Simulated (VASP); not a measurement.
# Te5Pd (F-43m) in VASP: a series of runs

Runs on Te5Pd. Level: PBE. Tasks: single point.

All numbers are computed with VASP 6.6.1; they aren't measurements. Logs are shortened: lines on timing, memory, paths and dates and some standing lists are left out, and cuts for length are marked.

## Step 1: The cell of the first run

Symmetry: F-43m, No. 216, cubic system. The conventional cell has a = 9.105 Å, b = 9.105 Å, c = 9.105 Å, α = 90.00°, β = 90.00°, γ = 90.00°. Within 4.2 Å of Te (site symmetry 3m) lie 9 Te at 3.22 to 3.77 Å and 3 Pd at 3.77 Å. Within 5.0 Å of Te (site symmetry -43m) lie 12 Te at 3.77 Å and 4 Pd at 3.94 Å. Pd (site symmetry -43m) has 16 Te at 3.77 to 3.94 Å within 5.0 Å.

The cell was built from a structure type or drawn by symmetry, and may not be a known phase.

## Step 2: Single point, PBE

Contents of INCAR:

```
SYSTEM = Te5Pd
  ALGO = Normal
  EDIFF = 1E-6
  ENCUT = 520
  GGA = PE
  ISIF = 2
  ISMEAR = 0
  LASPH = .TRUE.
  LCHARG = .FALSE.
  LREAL = .FALSE.
  LWAVE = .FALSE.
  NBANDS = 29
  NELM = 80
  PREC = Accurate
  SIGMA = 0.1
```

Contents of KPOINTS:

```
k-points
0
G
  4 4 4
  0 0 0
```

Contents of POSCAR:

```
Te5Pd
1.0
    0.0000000000      4.5523315700      4.5523315700
    4.5523315700      0.0000000000      4.5523315700
    4.5523315700      4.5523315700      0.0000000000
Te Pd
5 1
Direct
    0.3750000000      0.3750000000      0.8750000000
    0.3750000000      0.8750000000      0.3750000000
    0.8750000000      0.3750000000      0.3750000000
    0.3750000000      0.3750000000      0.3750000000
    0.7500000000      0.7500000000      0.7500000000
    0.0000000000      0.0000000000      0.0000000000
```

Potentials or basis: VASP PAW PBE potentials, release 64 (Te, Pd).

Started as:

```sh
$ cat potpaw_PBE.64/Te/POTCAR potpaw_PBE.64/Pd/POTCAR > POTCAR
$ mpirun -np 1 vasp_std > vasp.out
```

OUTCAR:

```text
SYSTEM = Te5Pd
   EDIFF = 1E-6
   ENCUT = 520
   GGA = PE
   ISIF = 2
   ISMEAR = 0
   LASPH = .TRUE.
   LREAL = .FALSE.
   NELM = 80
   PREC = Accurate

 ion  position               nearest neighbor table
   1  0.375  0.375  0.875-   4 3.22   2 3.22   3 3.22   4 3.22   2 3.22   3 3.22
   2  0.375  0.875  0.375-   4 3.22   1 3.22   1 3.22   3 3.22   4 3.22   3 3.22
   3  0.875  0.375  0.375-   4 3.22   1 3.22   2 3.22   1 3.22   2 3.22   4 3.22
   4  0.375  0.375  0.375-   1 3.22   2 3.22   3 3.22   1 3.22   2 3.22   3 3.22
   5  0.750  0.750  0.750-
   6  0.000  0.000  0.000-

  LATTYP: Found a face centered cubic cell.
 ALAT       =     9.1046631400

  Lattice vectors:

 A1 = (   0.0000000000,   4.5523315700,   4.5523315700)
 A2 = (   4.5523315700,   0.0000000000,   4.5523315700)
 A3 = (   4.5523315700,   4.5523315700,   0.0000000000)

Analysis of symmetry for initial positions (statically):
=====================================================================
 Subroutine PRICEL returns:
 Original cell was already a primitive cell.

 Routine SETGRP: Setting up the symmetry group for a
 face centered cubic supercell.

 Subroutine GETGRP returns: Found 24 space group operations
 (whereof 24 operations were pure point group operations)
 out of a pool of 48 trial point group operations.

The static configuration has the point symmetry T_d .

Analysis of symmetry for dynamics (positions and initial velocities):
=====================================================================
 Subroutine PRICEL returns:
 Original cell was already a primitive cell.

 Routine SETGRP: Setting up the symmetry group for a
 face centered cubic supercell.

 Subroutine GETGRP returns: Found 24 space group operations
 (whereof 24 operations were pure point group operations)
 out of a pool of 48 trial point group operations.

The dynamic configuration has the point symmetry T_d .

 Subroutine INISYM returns: Found 24 space group operations
 (whereof 24 operations are pure point group operations),
 and found     1 'primitive' translations

----------------------------------------------------------------------------------------

                                     Primitive cell

[... 78 lines left out ...]
   LASPH  =      T    aspherical Exc in radial PAW
   ENCUT  =  520.0 eV  38.22 Ry    6.18 a.u.  11.97 11.97 11.97*2*pi/ulx,y,z
   NELM   =     80;   NELMIN=  2; NELMDL= -5     # of ELM steps
   EDIFF  = 0.1E-05   stopping-criterion for ELM
   LREAL  =      F    real-space projection
   EDIFFG = 0.1E-04   stopping-criterion for IOM
   NSW    =      0    number of steps for IOM
   IBRION =     -1    ionic relax: 0-MD 1-quasi-New 2-CG
   NFREE  =      0    steps in history (QN), initial steepest desc. (CG)
   ISIF   =      2    stress and relaxation
   ISYM   =      2    0-nonsym 1-usesym 2-fastsym
   POTIM  = 0.5000    time-step for ionic-motion
   TEBEG  =    0.0;   TEEND  =   0.0 temperature during run
   PSTRESS=    0.0 pullay stress
   NELECT =      40.0000    total number of electrons
   NUPDOWN=      -1.0000    fix difference up-down
   EMIN   =  10.00;   EMAX   =-10.00  energy-range for DOS
   EFERMI =   0.00;   METHOD = LEGACY
   ISMEAR =     0;   SIGMA  =   0.10  broadening in eV -4-tet -1-fermi 0-gaus
   EFERMI_NEDOS =   21; number of points for ismear=-14 and -15
   IALGO  =     38    algorithm
   IMIX   =      4    mixing-type and parameters
     AMIX     =   0.40;   BMIX     =  1.00
     AMIX_MAG =   1.60;   BMIX_MAG =  1.00
  volume/ion in A,a.u.               =      31.45       212.22
  Fermi-wavevector in a.u.,A,eV,Ry     =   0.976152  1.844660 12.964630  0.952873
  Thomas-Fermi vector in A             =   2.106749
   LORBIT       =      0    0 simple, 1 ext, 2 COOP (PROOUT), +10 PAW based schemes
   GGA     = PE    functional components
   LHFCALC =     F    Hartree Fock is set to
   AEXX    =    0.0000 exact exchange contribution
   IVDW    =     0    specifies the selected vdW correction
   LEPSILON=     F    determine dielectric tensor
   LRPA    =     F    only Hartree local field effects (RPA)
 non-spin polarized calculation
 Gauss-broadening in eV      SIGMA  =   0.10
  energy-cutoff  :      520.00
  volume of cell :      188.68
 maximum number of plane-waves:      5104
   NGX = 23   NGY = 23   NGZ = 23

 number of electron      40.0000004 magnetization

 Free energy of the ion-electron system (eV)
  ---------------------------------------------------
  ext. energy  EPLUGINS =         0.00000000
  ---------------------------------------------------
  free energy    TOTEN  =       -16.77384269 eV

  energy without entropy =      -16.74420041  energy(sigma->0) =      -16.75902155

 E-fermi :   5.9746     XC(G=0):  -9.4710

 val. band max:        5.9631188294   @ k =   0.5000   0.2500   0.0000
 cond. band min:       6.1327287957   @ k =  -0.2500   0.2500   0.0000
 fundamental gap:      0.1696099662
 Fermi energy:         5.9746436017

 k-point     1 :       0.0000    0.0000    0.0000
  band No.  band energies     occupation
      1      -7.6967      2.00000
      2      -4.4934      2.00000
      3      -4.4934      2.00000
      4      -4.4934      2.00000
      5      -3.9440      2.00000
      6      -0.9366      2.00000
[... 245 lines left out ...]
     28      11.2874      0.00000
     29      11.8152      0.00000

------------------------ aborting loop because EDIFF is reached ----------------------------------------

  FORCE on cell =-STRESS in cart. coord.  units (eV):
  Direction    XX          YY          ZZ          XY          YZ          ZX
  --------------------------------------------------------------------------------------
  -------------------------------------------------------------------------------------
  Total       -3.7847639     -3.7847639     -3.7847639      0.0000000     -0.0000000      0.0000000
  in kB      -32.1379163    -32.1379163    -32.1379163      0.0000000     -0.0000000      0.0000000
  external PRESSURE =     -32.1379163 kB  Pullay stress =       0.0000000 kB

 VOLUME and BASIS-vectors are now :
 -----------------------------------------------------------------------------
  energy-cutoff  :      520.00
  volume of cell :      188.68
      direct lattice vectors                 reciprocal lattice vectors
     0.000000000  4.552331570  4.552331570    -0.109833827  0.109833827  0.109833827
     4.552331570  0.000000000  4.552331570     0.109833827 -0.109833827  0.109833827
     4.552331570  4.552331570  0.000000000     0.109833827  0.109833827 -0.109833827

 POSITION                                       TOTAL-FORCE (eV/Angst)
 -----------------------------------------------------------------------------------
      5.69041      5.69041      3.41425         0.059381      0.059381     -0.059381
      5.69041      3.41425      5.69041         0.059381     -0.059381      0.059381
      3.41425      5.69041      5.69041        -0.059381      0.059381      0.059381
      3.41425      3.41425      3.41425        -0.059381     -0.059381     -0.059381
      6.82850      6.82850      6.82850        -0.000000     -0.000000     -0.000000
      0.00000      0.00000      0.00000        -0.000000     -0.000000     -0.000000
 -----------------------------------------------------------------------------------
    total drift:                                0.000000      0.000000      0.000000

  FREE ENERGIE OF THE ION-ELECTRON SYSTEM (eV)
  ---------------------------------------------------
  free  energy   TOTEN  =       -16.7738426877 eV

  energy  without entropy=      -16.7442004094  energy(sigma->0) =      -16.75902155
```

OSZICAR:

```text
N       E                     dE             d eps       ncg     rms          rms(c)
DAV:   1     0.187656006877E+03    0.18766E+03   -0.15189E+04   464   0.113E+03
DAV:   2    -0.380486929730E+01   -0.19146E+03   -0.18458E+03   596   0.188E+02
DAV:   3    -0.172270387750E+02   -0.13422E+02   -0.13035E+02   545   0.495E+01
[... 11 lines left out ...]
DAV:  15    -0.167738636322E+02    0.11919E-06   -0.10257E-05   425   0.144E-02    0.486E-02
DAV:  16    -0.167738468587E+02    0.16773E-04   -0.19192E-04   469   0.604E-02    0.311E-02
DAV:  17    -0.167738440145E+02    0.28442E-05   -0.12062E-05   410   0.168E-02    0.169E-02
DAV:  18    -0.167738429328E+02    0.10817E-05   -0.17812E-06   258   0.583E-03    0.578E-03
DAV:  19    -0.167738426877E+02    0.24512E-06   -0.35023E-07   232   0.219E-03
   1 F= -.16773843E+02 E0= -.16759022E+02  d E =-.296423E-01
```

It took 46 s on 1 thread of Intel Xeon 6975P-C (Granite Rapids), shared host; peak memory 0.32 GiB.

What came out:

* Free energy: -16.7738 eV
* Pressure: -3.2 GPa
* Band gap on the k mesh: zero (bands 20 and 21 overlap by 0.63 eV)

Caveat: the cell stands under tension; spin-orbit coupling is left out, which moves the levels of the heavy elements.

## Step 3: Single point, PBE

This run uses another cell than the first one, of 28.93 Å³/atom.

Contents of INCAR:

```
PREC = Accurate ; ENCUT = 520
EDIFF = 1E-7 ; ISMEAR = 0
SIGMA = 0.1 ; LREAL = F
LASPH = T ; NELM = 80
ALGO = Normal ; ISIF = 2
LWAVE = F ; LCHARG = F
GGA = PE ; NBANDS = 29
```

Contents of KPOINTS:

```
regular mesh
0
Gamma
  8 8 8
```

Contents of POSCAR:

```
Te5Pd
1.0
    0.0000000000      4.4274489309      4.4274489309
    4.4274489309      0.0000000000      4.4274489309
    4.4274489309      4.4274489309      0.0000000000
Te Pd
5 1
Direct
    0.3750123325      0.3750123325      0.8749630026
    0.3750123325      0.8749630026      0.3750123325
    0.8749630026      0.3750123325      0.3750123325
    0.3750123325      0.3750123325      0.3750123325
    0.7500000000      0.7500000000      0.7500000000
    0.0000000000      0.0000000000      0.0000000000
```

Potentials or basis: VASP PAW PBE potentials, release 64 (Te, Pd).

Started as:

```sh
$ cat potpaw_PBE.64/Te/POTCAR potpaw_PBE.64/Pd/POTCAR > POTCAR
$ mpirun -np 1 vasp_std > vasp.out
```

It took 2.1 min on 1 thread of Intel Xeon 6975P-C (Granite Rapids), shared host; peak memory 0.38 GiB.

It converged, with:

* Free energy: -17.1134 eV
* Pressure: -0.1 GPa
* Band gap on the k mesh: zero (bands 20 and 21 overlap by 1.03 eV)

Levels at points of the mesh, in eV from the Fermi level:
```csv
k point,band 18,band 19,band 20,band 21,band 22,band 23
"(0.00, 0.00, 0.00)",-0.58,-0.58,0.37,1.67,1.67,1.67
"(0.50, 0.00, 0.00)",-0.90,-0.58,-0.58,0.39,0.39,1.41
"(0.50, 0.50, 0.00)",-1.08,-0.80,-0.27,-0.20,0.47,0.47
```

Caveat: spin-orbit coupling is left out, which moves the levels of the heavy elements.
